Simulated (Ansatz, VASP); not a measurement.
One calculation of TiSi2, two programs

```
CELL_PARAMETERS angstrom
-1.46299 1.70064 4.18381
1.46299 -1.70064 4.18381
1.46299 1.70064 -4.18381
ATOMIC_POSITIONS crystal
Ti 0.00000 0.00000 0.00000
Si 0.67008 0.67008 0.00000
Si 0.32992 0.32992 0.00000
```

Alike in both runs: task single point; functional LDA; k mesh 12 × 12 × 12; occupations fermi-dirac, width 0.05 eV; no spin polarisation.

```csv
,VASP,Ansatz
version,VASP 6.6.1,Ansatz 0.2.0
potentials or method,"VASP PAW LDA potentials, release 64 (Ti_sv, Si)",Ansatz PAW
plane-wave cutoff (eV),520,420
valence electrons in the cell,20,20
```

VASP gave:

```
gap on the k mesh at the Fermi level (eV)                     : none
pressure (GPa)                                                : -3.7
traceless stress, the component that is largest in VASP (GPa) : 0.60
rms of the force components (eV/Å)                            : 0.045
```

Q: What did Ansatz give for the same quantities?

A: gap on the k mesh at the Fermi level (eV): none; pressure (GPa): -3.9; traceless stress, the component that is largest in VASP (GPa): 0.62; rms of the force components (eV/Å): 0.047.

LDA's correlation is that of Perdew and Zunger in VASP and of Perdew and Wang (1992) in Ansatz. Atom by atom the forces differ by 0.002 eV/Å (rms over components). A gap of «none» marks a metal or a gap that the smearing closes.
